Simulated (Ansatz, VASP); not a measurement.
**One calculation of CaO, two programs**

Contents of INCAR:

```
SYSTEM = CaO
ALGO = Normal
EDIFF = 1E-6
ENCUT = 600
GGA = PS
GGA_COMPAT = .FALSE.
ISIF = 2
ISMEAR = 0
LASPH = .TRUE.
LCHARG = .FALSE.
LREAL = .FALSE.
LWAVE = .FALSE.
NBANDS = 15
NELM = 120
PREC = Accurate
SIGMA = 0.01
```

KPOINTS

```
k-points
0
G
  8 8 8
  0 0 0
```

The input POSCAR:

```
CaO
1.0
    2.3835762605      2.3835762605      0.0000000000
   -2.3835762605      2.3835762605      0.0000000000
    0.0000000000      2.3835762605      2.3835762605
Ca O
1 1
Direct
    0.0000000000      0.0000000000      0.0000000000
    0.5000000000      0.5000000000      0.0000000000
```

Input for Ansatz:

```yaml
crystal:
  lattice:
    - [2.38357626047, 2.38357626047, 0.0]
    - [-2.38357626047, 2.38357626047, 0.0]
    - [0.0, 2.38357626047, 2.38357626047]
  atoms:
    - { symbol: Ca, position: [0.0, 0.0, 0.0] }
    - { symbol: O, position: [0.5, 0.5, 0.0] }
kpoints:
  mp_grid: { grid: [8, 8, 8] }
scf:
  occupations: { method: fixed }
hamiltonian:
  xc: pbesol
  pseudopotentials: { kind: all_electron, lapw: { basis_error: 0.001 } }
output:
  forces: true
  stress: true
  eigenvalues: true
  eigenstates:
    nscf_kmesh: { grid: [12, 12, 12] }
    de_dk: true
    e_range: [-9, 13.54444580379]
checkpoint:
  write: ck
  write_wavefunctions: false
```

Alike in both runs: task single point; functional PBEsol; k mesh 8 × 8 × 8; no spin polarisation.

|  | VASP | Ansatz |
| --- | --- | --- |
| version | VASP 6.6.1 | Ansatz 0.2.0 |
| potentials or method | VASP PAW PBE potentials, release 64 (Ca_sv, O), cutoff 600 eV | all-electron LAPW, scalar-relativistic |
| occupations | gaussian, width 0.01 eV | fixed |

Ansatz gave:

```
gap on the k mesh at the Fermi level (eV) : 3.54
pressure (GPa)                            : 0.0
```

Problem. Which values does VASP return?

Solution. gap on the k mesh at the Fermi level (eV): 3.52; pressure (GPa): 0.5.

VASP's potentials were made for PBE, not for PBEsol. Ansatz ran all-electron here, and VASP with PAW potentials.
